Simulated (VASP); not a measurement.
# Na (Im-3m) in VASP: notebook, part 2 of 2

VASP 6.6.1. The steps go on from the part before.

### 4 Single point, r2SCAN (36.48 Å³/atom)

This run uses another cell than the first one, of 36.48 Å³/atom.

Input file POSCAR:

```
Na
1.0
   -2.0893700537      2.0893700537      2.0893700537
    2.0893700537     -2.0893700537      2.0893700537
    2.0893700537      2.0893700537     -2.0893700537
Na
1
Direct
    0.0000000000      0.0000000000      0.0000000000
```

Input file INCAR.step1:

```
SYSTEM = Na
ALGO = Normal
EDIFF = 1E-4
ENCUT = 520
GGA = PE
ISMEAR = 0
LASPH = .TRUE.
LCHARG = .FALSE.
LREAL = .FALSE.
LWAVE = .TRUE.
NBANDS = 10
NELM = 80
PREC = Accurate
SIGMA = 0.1
```

Input file INCAR.step2:

```
SYSTEM = Na
ALGO = Normal
EDIFF = 1E-7
ENCUT = 520
ISIF = 2
ISMEAR = 0
ISTART = 1
LASPH = .TRUE.
LCHARG = .FALSE.
LMIXTAU = .TRUE.
LREAL = .FALSE.
LWAVE = .FALSE.
METAGGA = R2SCAN
NBANDS = 10
NELM = 80
PREC = Accurate
SIGMA = 0.1
```

Input file KPOINTS:

```
k-points
0
G
  14 14 14
  0 0 0
```

Command:

```
> cat potpaw_PBE.64/Na_pv/POTCAR > POTCAR
> cp INCAR.step1 INCAR
> mpirun -np 1 vasp_std > vasp.out
> cp INCAR.step2 INCAR
> mpirun -np 1 vasp_std > vasp.out
```

Wall time 4.1 min (1 thread of Intel Xeon 8259CL, shared host); peak memory 0.17 GiB.

It converged, with:

```yaml
Free_energy: -3.5536 eV
Pressure: 0.4 GPa
Band_gap_on_the_k_mesh: zero (an odd number of electrons rules out a gap without spin polarisation)
```

Levels at points of the mesh, in eV from the Fermi level:
```csv
k point,band 1,band 2,band 3,band 4,band 5,band 6,band 7
"(0.00, 0.00, 0.00)",-25.97,-25.97,-25.97,-3.49,12.55,12.55,12.55
"(0.50, 0.00, 0.00)",-26.01,-25.98,-25.97,0.76,1.48,8.76,10.15
"(0.50, 0.50, 0.50)",-26.00,-26.00,-26.00,4.75,4.75,5.39,5.39
```

Caveat: the PAW data sets were made with another functional, which shifts forces and pressure a little.

### 5 Single point, r2SCAN

This run uses another cell than the first one, of 37.61 Å³/atom.

Input file POSCAR:

```
Na
1.0
   -2.1106916290      2.1106916290      2.1106916290
    2.1106916290     -2.1106916290      2.1106916290
    2.1106916290      2.1106916290     -2.1106916290
Na
1
Direct
    0.0000000000      0.0000000000      0.0000000000
```

Input file INCAR.step1:

```
PREC = Accurate ; ENCUT = 520
ISMEAR = 0 ; SIGMA = 0.1
LREAL = False ; LASPH = True
NELM = 60 ; NBANDS = 10
GGA = PE ; ALGO = Normal
EDIFF = 1E-4 ; LWAVE = True
LCHARG = False
```

Input file INCAR.step2:

```
PREC = Accurate ; ENCUT = 520
EDIFF = 1E-6 ; ISMEAR = 0
SIGMA = 0.1 ; LREAL = False
LASPH = True ; NELM = 60
ALGO = Normal ; ISIF = 2
LWAVE = False ; LCHARG = False
METAGGA = R2SCAN ; LMIXTAU = True
NBANDS = 10 ; ISTART = 1
```

Input file KPOINTS:

```
regular mesh
0
Gamma
  14 14 14
```

Potentials or basis: VASP PAW PBE potentials, release 64 (Na_pv).

Command:

```
> cat potpaw_PBE.64/Na_pv/POTCAR > POTCAR
> cp INCAR.step1 INCAR
> mpirun -np 1 vasp_std > vasp.out
> cp INCAR.step2 INCAR
> mpirun -np 1 vasp_std > vasp.out
```

OUTCAR:

```text
PREC = Accurate
   ENCUT = 520
   EDIFF = 1E-6
   ISMEAR = 0
   LREAL = False
   LASPH = True
   NELM = 60
   ISIF = 2
   METAGGA = R2SCAN
   ISTART = 1

 ion  position               nearest neighbor table
   1  0.000  0.000  0.000-

  LATTYP: Found a body centered cubic cell.
 ALAT       =     4.2213832580

  Lattice vectors:

 A1 = (  -2.1106916290,   2.1106916290,   2.1106916290)
 A2 = (   2.1106916290,  -2.1106916290,   2.1106916290)
 A3 = (   2.1106916290,   2.1106916290,  -2.1106916290)

Analysis of symmetry for initial positions (statically):
=====================================================================
 Subroutine PRICEL returns:
 Original cell was already a primitive cell.

 Routine SETGRP: Setting up the symmetry group for a
 body centered cubic supercell.

 Subroutine GETGRP returns: Found 48 space group operations
 (whereof 48 operations were pure point group operations)
 out of a pool of 48 trial point group operations.

The static configuration has the point symmetry O_h .

Analysis of symmetry for dynamics (positions and initial velocities):
=====================================================================
 Subroutine PRICEL returns:
 Original cell was already a primitive cell.

 Routine SETGRP: Setting up the symmetry group for a
 body centered cubic supercell.

 Subroutine GETGRP returns: Found 48 space group operations
 (whereof 48 operations were pure point group operations)
 out of a pool of 48 trial point group operations.

The dynamic configuration has the point symmetry O_h .

 Subroutine INISYM returns: Found 48 space group operations
 (whereof 48 operations are pure point group operations),
 and found     1 'primitive' translations

----------------------------------------------------------------------------------------

                                     Primitive cell

  volume of cell :      37.6127

  direct lattice vectors                    reciprocal lattice vectors
    -2.110691629  2.110691629  2.110691629     0.000000000  0.236889176  0.236889176
     2.110691629 -2.110691629  2.110691629     0.236889176  0.000000000  0.236889176
     2.110691629  2.110691629 -2.110691629     0.236889176  0.236889176  0.000000000

  length of vectors
     3.655825141  3.655825141  3.655825141     0.335011885  0.335011885  0.335011885

  position of ions in fractional coordinates (direct lattice)
     0.000000000  0.000000000  0.000000000

  ion indices of the primitive-cell ions
   primitive index   ion index
                 1           1

----------------------------------------------------------------------------------------

 KPOINTS: regular mesh

Automatic generation of k-mesh.
 Grid dimensions read from file:
 generate k-points for:   14   14   14

 Generating k-lattice:

  Cartesian coordinates                     Fractional coordinates (reciprocal lattice)
     0.000000000  0.016920655  0.016920655     0.071428571  0.000000000  0.000000000
     0.016920655  0.000000000  0.016920655     0.000000000  0.071428571  0.000000000
     0.016920655  0.016920655  0.000000000     0.000000000  0.000000000  0.071428571

  Length of vectors
     0.023929420  0.023929420  0.023929420

  Shift w.r.t. Gamma in fractional coordinates (k-lattice)
     0.000000000  0.000000000  0.000000000

 Subroutine IBZKPT returns following result:
 ===========================================

 Found    104 irreducible k-points:

 Following reciprocal coordinates:
            Coordinates               Weight
  0.000000  0.000000  0.000000      1.000000
  0.071429  0.000000  0.000000     12.000000
  0.142857  0.000000  0.000000     12.000000
  0.214286  0.000000  0.000000     12.000000
  0.285714  0.000000  0.000000     12.000000
  0.357143  0.000000  0.000000     12.000000
[... 16 lines left out ...]
  0.285714  0.285714  0.000000     24.000000
  0.357143  0.285714  0.000000     24.000000
 [... further k-points ...]
   k-points           NKPTS =    104   k-points in BZ     NKDIM =    104   number of bands    NBANDS=     10
   number of dos      NEDOS =    301   number of ions     NIONS =      1
   total plane-waves  NPLWV =  21952
   dimension x,y,z NGX =    28 NGY =   28 NGZ =   28
   dimension x,y,z NGXF=    56 NGYF=   56 NGZF=   56
   ions per type =               1
   NGX,Y,Z   is equivalent  to a cutoff of  12.73, 12.73, 12.73 a.u.
   NGXF,Y,Z  is equivalent  to a cutoff of  25.47, 25.47, 25.47 a.u.
 SYSTEM =  unknown system
   PREC   = accura    normal or accurate (medium, high low for compatibility)
   ISTART =      1    job   : 0-new  1-cont  2-samecut
   ICHARG =      0    charge: 1-file 2-atom 10-const
   ISPIN  =      1    spin polarized calculation?
   LNONCOLLINEAR =      F non collinear calculations
   LSORBIT =      F    spin-orbit coupling
   LASPH  =      T    aspherical Exc in radial PAW
   ENCUT  =  520.0 eV  38.22 Ry    6.18 a.u.   6.80  6.80  6.80*2*pi/ulx,y,z
   NELM   =     60;   NELMIN=  2; NELMDL=  0     # of ELM steps
   EDIFF  = 0.1E-05   stopping-criterion for ELM
   LREAL  =      F    real-space projection
   EDIFFG = 0.1E-04   stopping-criterion for IOM
   NSW    =      0    number of steps for IOM
   IBRION =     -1    ionic relax: 0-MD 1-quasi-New 2-CG
   NFREE  =      0    steps in history (QN), initial steepest desc. (CG)
   ISIF   =      2    stress and relaxation
   ISYM   =      2    0-nonsym 1-usesym 2-fastsym
   POTIM  = 0.5000    time-step for ionic-motion
   TEBEG  =    0.0;   TEEND  =   0.0 temperature during run
   PSTRESS=    0.0 pullay stress
   NELECT =       7.0000    total number of electrons
   NUPDOWN=      -1.0000    fix difference up-down
   EMIN   =  10.00;   EMAX   =-10.00  energy-range for DOS
   EFERMI =   0.00;   METHOD = LEGACY
   ISMEAR =     0;   SIGMA  =   0.10  broadening in eV -4-tet -1-fermi 0-gaus
   EFERMI_NEDOS =   21; number of points for ismear=-14 and -15
   IALGO  =     38    algorithm
   IMIX   =      4    mixing-type and parameters
     AMIX     =   0.40;   BMIX     =  1.00
     AMIX_MAG =   1.60;   BMIX_MAG =  1.00
  volume/ion in A,a.u.               =      37.61       253.82
  Fermi-wavevector in a.u.,A,eV,Ry     =   0.934680  1.766288 11.886401  0.873626
  Thomas-Fermi vector in A             =   2.061509
   LORBIT       =      0    0 simple, 1 ext, 2 COOP (PROOUT), +10 PAW based schemes
   METAGGA = R2SCAN    functional components
   LHFCALC =     F    Hartree Fock is set to
   AEXX    =    0.0000 exact exchange contribution
   IVDW    =     0    specifies the selected vdW correction
   LEPSILON=     F    determine dielectric tensor
   LRPA    =     F    only Hartree local field effects (RPA)
 non-spin polarized calculation
 Gauss-broadening in eV      SIGMA  =   0.10
  energy-cutoff  :      520.00
  volume of cell :       37.61
 maximum number of plane-waves:      1048
   NGX = 13   NGY = 13   NGZ = 13

 number of electron       7.0000010 magnetization

 Free energy of the ion-electron system (eV)
  ---------------------------------------------------
  ext. energy  EPLUGINS =         0.00000000
  ---------------------------------------------------
  free energy    TOTEN  =        -3.55485984 eV

  energy without entropy =       -3.55187673  energy(sigma->0) =       -3.55336828

 E-fermi :   0.2792     XC(G=0):  -6.8779

 val. band max:        0.2537311050   @ k =  -0.3571   0.4286   0.1429
 cond. band min:       0.3334522595   @ k =   0.3571   0.0714   0.0714
 fundamental gap:      0.0797211545
 Fermi energy:         0.2792088380

 k-point     1 :       0.0000    0.0000    0.0000
  band No.  band energies     occupation
      1     -25.7165      2.00000
      2     -25.7165      2.00000
      3     -25.7162      2.00000
      4      -3.1515      2.00000
      5      12.6292      0.00000
      6      12.6297      0.00000
      7      12.6297      0.00000
      8      13.8326      0.00000
      9      13.8326      0.00000
     10      14.4416      0.00000
[... 287 lines left out ...]
 k-point    24 :       0.3571    0.2857    0.0000
  band No.  band energies     occupation
      1     -25.7424      2.00000
      2     -25.7372      2.00000
      3     -25.7206      2.00000
      4       2.0535      0.00000
      5       2.5660      0.00000
      6       4.0661      0.00000
      7       8.9595      0.00000
      8      13.3301      0.00000
      9      14.2646      0.00000
     10      15.6247      0.00000

 [... further k-points ...]

------------------------ aborting loop because EDIFF is reached ----------------------------------------

  FORCE on cell =-STRESS in cart. coord.  units (eV):
  Direction    XX          YY          ZZ          XY          YZ          ZX
  --------------------------------------------------------------------------------------
  -------------------------------------------------------------------------------------
  Total        0.0250450      0.0250450      0.0250450      0.0000000     -0.0000000      0.0000000
  in kB        1.0668366      1.0668366      1.0668366      0.0000000     -0.0000000      0.0000000
  external PRESSURE =       1.0668366 kB  Pullay stress =       0.0000000 kB

 VOLUME and BASIS-vectors are now :
 -----------------------------------------------------------------------------
  energy-cutoff  :      520.00
  volume of cell :       37.61
      direct lattice vectors                 reciprocal lattice vectors
    -2.110691629  2.110691629  2.110691629     0.000000000  0.236889176  0.236889176
     2.110691629 -2.110691629  2.110691629     0.236889176  0.000000000  0.236889176
     2.110691629  2.110691629 -2.110691629     0.236889176  0.236889176  0.000000000

 POSITION                                       TOTAL-FORCE (eV/Angst)
 -----------------------------------------------------------------------------------
      0.00000      0.00000      0.00000         0.000000      0.000000      0.000000
 -----------------------------------------------------------------------------------
    total drift:                               -0.000000     -0.000000     -0.000000

  FREE ENERGIE OF THE ION-ELECTRON SYSTEM (eV)
  ---------------------------------------------------
  free  energy   TOTEN  =        -3.5548598439 eV

  energy  without entropy=       -3.5518767258  energy(sigma->0) =       -3.55336828
```

OSZICAR.step1:

```text
N       E                     dE             d eps       ncg     rms          rms(c)
DAV:   1     0.277693171754E+02    0.27769E+02   -0.37706E+03  2080   0.587E+02
DAV:   2    -0.680097940992E+00   -0.28449E+02   -0.28282E+02  2146   0.146E+02
DAV:   3    -0.130719034227E+01   -0.62709E+00   -0.62673E+00  2572   0.238E+01
DAV:   4    -0.131245353620E+01   -0.52632E-02   -0.52628E-02  2510   0.215E+00
DAV:   5    -0.131252539454E+01   -0.71858E-04   -0.71857E-04  2370   0.245E-01    0.204E-01
DAV:   6    -0.131216949919E+01    0.35590E-03   -0.48418E-04  2418   0.263E-01    0.137E-01
DAV:   7    -0.131192389982E+01    0.24560E-03   -0.99254E-04  2346   0.314E-01    0.159E-02
DAV:   8    -0.131191632295E+01    0.75769E-05   -0.43876E-05  1342   0.112E-01
   1 F= -.13119163E+01 E0= -.13103940E+01  d E =-.304472E-02
```

Run time: 3.4 min. Hardware: 1 thread of Intel Xeon 8259CL, shared host; peak memory 0.18 GiB.

Results:

* Free energy: -3.5549 eV
* Pressure: 0.1 GPa
* Band gap on the k mesh: zero (an odd number of electrons rules out a gap without spin polarisation)

Levels at points of the mesh, in eV from the Fermi level:
| k point | band 1 | band 2 | band 3 | band 4 | band 5 | band 6 |
| --- | --- | --- | --- | --- | --- | --- |
| (0.00, 0.00, 0.00) | -26.00 | -26.00 | -26.00 | -3.43 | 12.35 | 12.35 |
| (0.50, 0.00, 0.00) | -26.03 | -26.01 | -26.00 | 0.75 | 1.44 | 8.63 |
| (0.50, 0.50, 0.50) | -26.02 | -26.02 | -26.02 | 4.71 | 4.71 | 5.28 |

Caveat: the PAW data sets were made with another functional, which shifts forces and pressure a little.

### 6 Summary

```tsv
cell	k mesh	gap on the mesh (eV)	pressure (GPa)
a = 3.708 Å, angles 109.5°, 1 atom	6 × 6 × 6	none	-0.2
a = 3.581 Å, angles 109.5°, 1 atom	14 × 14 × 14	none	0.6
a = 3.619 Å, angles 109.5°, 1 atom	14 × 14 × 14	none	0.4
a = 3.656 Å, angles 109.5°, 1 atom	14 × 14 × 14	none	0.1
```

Alike in all rows: task single point; level r2SCAN; potentials or basis VASP PAW PBE potentials, release 64 (Na_pv); no spin polarisation; cutoff (eV) 520; smearing gaussian 0.1 eV.

Caveats: the PAW data sets were made with another functional, which shifts forces and pressure a little.

Total energies depend on the potentials used, so only differences within one code and one set of settings carry meaning.

The gap in the log of VASP goes by the Fermi energy; the results here count the filled bands.